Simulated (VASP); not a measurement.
Input of a VASP 6.6.1 run:

POSCAR

```
MgO
1.0
    2.9389316899      0.0000000000      0.0000000000
   -1.4694658449      2.5451895034      0.0000000000
    0.0000000000      0.0000000000      2.6805107008
Mg O
1 1
Direct
    0.0000000000      0.0000000000      0.0000000000
    0.3333333300      0.6666666700      0.5000000000
```

The input INCAR.step1:

```
ALGO = Normal
EDIFF = 1E-5
ENCUT = 660
GGA = PE
GGA_COMPAT = False
ISMEAR = 0
LASPH = True
LCHARG = False
LREAL = False
LWAVE = True
NBANDS = 15
NELM = 120
PREC = Accurate
SIGMA = 0.02
```

The input INCAR.step2:

```
ALGO = Normal
EDIFF = 1E-6
ENCUT = 660
GGA_COMPAT = False
ISIF = 2
ISMEAR = 0
ISTART = 1
LASPH = True
LCHARG = False
LMIXTAU = True
LREAL = False
LWAVE = False
METAGGA = R2SCAN
NBANDS = 15
NELM = 120
PREC = Accurate
SIGMA = 0.02
```

KPOINTS

```
k-points
0
Gamma
  12 12 10
```

Potentials or basis: VASP PAW PBE potentials, release 64 (Mg_sv, O).

Command:

```console
$ cat potpaw_PBE.64/Mg_sv/POTCAR potpaw_PBE.64/O/POTCAR > POTCAR
$ cp INCAR.step1 INCAR
$ mpirun -np 1 vasp_std > vasp.out
$ cp INCAR.step2 INCAR
$ mpirun -np 1 vasp_std > vasp.out
```

Predict the pressure.

-5.9 GPa.

Predict the band gap on the k mesh.

3.81 eV, indirect (least direct gap 4.21 eV).

Stress tensor (GPa, compression positive):
```
-5.69  0.00  0.00
 0.00 -5.69  0.00
 0.00  0.00 -6.41
```

Caveat: the cell differs from its parent crystal (functional r2SCAN, strained); the PAW data sets were made with another functional, which shifts forces and pressure a little. A k mesh can miss the band edges.
